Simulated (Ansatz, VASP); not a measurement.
## Two plane-wave programs on WSe2

INCAR

```
PREC = Accurate
ENCUT = 520
EDIFF = 1E-6
ISMEAR = 0
SIGMA = 0.02
LREAL = False
LASPH = True
NELM = 60
ALGO = Normal
ISIF = 2
LWAVE = False
LCHARG = False
GGA = PS
IBRION = 2
NSW = 60
EDIFFG = -0.008
```

File KPOINTS:

```
regular mesh
0
Gamma
  12 12 2
```

The input POSCAR:

```
WSe2
1.0
    3.2702526708      0.0000000000      0.0000000000
   -1.6351263354      2.8321218897      0.0000000000
    0.0000000000      0.0000000000     15.9947682068
W Se
1 2
Direct
    0.0000000000      0.0000000000      0.0000000000
    0.3333333333      0.6666666667      0.1024602412
    0.3333333333      0.6666666667      0.8975397588
```

Input for Ansatz:

```yaml
crystal:
  lattice:
    - [3.2702526708, 0.0, 0.0]
    - [-1.6351263354, 2.8321218897, 0.0]
    - [0.0, 0.0, 15.9947682068]
  atoms:
    - { symbol: W, position: [0.0, 0.0, 0.0] }
    - { symbol: Se, position: [0.3333333333, 0.6666666667, 0.1024602412] }
    - { symbol: Se, position: [0.3333333333, 0.6666666667, 0.8975397588] }
basis:
  ecutwfc: 420
kpoints:
  mp_grid: { grid: [12, 12, 2] }
hamiltonian:
  xc: pbesol
scf:
  occupations: { method: gaussian, width: 0.02 }
output:
  forces: true
  stress: true
  eigenvalues: true
relax:
  adjacent_minimum: "off"
  f_tol: 0.008
  max_steps: 40
```

Change from the starting cell: strain along c alone, the other axes held, atoms relaxed: -4.0 %.

Alike in both runs: task relaxation of the atoms; functional PBEsol; k mesh 12 × 12 × 2; occupations gaussian, width 0.02 eV; no spin polarisation.

|  | VASP | Ansatz |
| --- | --- | --- |
| version | VASP 6.6.1 | Ansatz 0.2.0 |
| potentials or method | VASP PAW PBE potentials, release 64 (W_sv, Se), cutoff 520 eV | scalar-relativistic, plane waves, PAW |
| valence electrons in the cell | 26 | 46 |

VASP gave:

```
gap on the k mesh at the Fermi level, each at its own relaxed structure (eV) : 1.68
```

Estimate Ansatz's values.

gap on the k mesh at the Fermi level, each at its own relaxed structure (eV): 1.69.

VASP's potentials were made for PBE, not for PBEsol. VASP's potentials hold 26 valence electrons a cell and Ansatz's 46, so a difference there can come from the potentials and not from the codes. Ansatz's warnings: stress scf threshold loose.

Spin-orbit coupling is off throughout.
